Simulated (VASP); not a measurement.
Here is a VASP 6.6.1 calculation.

INCAR

```
  PREC = Accurate
  ENCUT = 500
  EDIFF = 1E-7
  ISMEAR = 0
  SIGMA = 0.15
  LREAL = F
  LASPH = T
  NELM = 120
  ALGO = Normal
  ISIF = 3
  LWAVE = F
  LCHARG = F
  GGA = PE
  IBRION = 2
  NSW = 36
  EDIFFG = -0.08
  GGA_COMPAT = F
  NELMIN = 4
```

KPOINTS

```
Automatic mesh
0
Gamma
  2 2 3
```

The input POSCAR:

```
Ga2SeS3
1.0
    6.3748162700      0.0000000000      0.0000000000
   -3.1874081300      5.5207528300      0.0000000000
    0.0000000000      0.0000000000      4.0599293900
Ga Se S
2 1 3
Direct
    0.3333333300      0.6666666700      0.5000000000
    0.6666666700      0.3333333300      0.5000000000
    0.0000000000      0.0000000000      0.0000000000
    0.5000000000      0.0000000000      0.5000000000
    0.0000000000      0.5000000000      0.5000000000
    0.5000000000      0.5000000000      0.5000000000
```

Potentials or basis: VASP PAW PBE potentials, release 64 (Ga_d, Se, S).

Run with:

```sh
$ cat potpaw_PBE.64/Ga_d/POTCAR potpaw_PBE.64/Se/POTCAR potpaw_PBE.64/S/POTCAR > POTCAR
$ mpirun -np 1 vasp_std > vasp.out
```

Task: What does it give for the relaxed cell?

Result: a = 8.374 Å, b = 8.374 Å, c = 2.536 Å, α = 90.00°, β = 90.00°, γ = 120.00°.

Task: What does it give for the relaxed volume?

Result: 25.67 Å³/atom.

Task: Predict the space group after relaxing (to 0.1 Å).

Result: P6/mmm (No. 191).

Task: Predict the band gap on the k mesh.

Result: Zero (bands 25 and 26 overlap by 3.26 eV).

Step by step:
```
step  energy change (eV)  largest force (eV/Å)  pressure (GPa)  volume (Å³)
   1              0.0000                0.0000           41.90       142.88
   2             -4.6497                0.0000           -5.33       299.73
   3             -7.9154                0.0000           -1.10       206.66
   4             -7.9245                0.0000           -0.71       204.93
   5             -7.9271                0.0000           -0.34       203.39
   6             -7.9390                0.0000           -0.33       201.50
   7             -7.9728                0.0000           -0.28       195.84
   8             -8.0240                0.0000           -0.04       184.51
   9             -8.1996                0.0000            2.07       161.85
  10             -8.9208                0.0000           24.79       116.51
  11             -8.4780                0.0000            2.05       154.71
  12             -9.8640                0.0000            6.38       135.61
  13            -10.0621                0.0000           12.64       126.06
  14            -10.0926                0.0000           10.20       129.31
  15            -10.0957                0.0000           11.24       127.83
  16            -10.1988                0.0000           10.47       128.91
  17            -10.4655                0.0000            8.24       132.19
  18            -10.8434                0.0000            4.88       138.88
  19            -11.1500                0.0000            0.00       152.79
  20            -11.1540                0.0000           -0.43       154.45
  21            -11.1542                0.0000           -0.56       155.01
  22            -11.1583                0.0000           -0.38       154.65
  23            -11.1620                0.0000           -0.06       154.02
```

Caveat: the k points lie up to 0.83 Å⁻¹ apart in the final cell, too coarse for converged energies and pressures of a metal; a cell axis changed by over 15 % at a fixed basis, so the end point is rough.
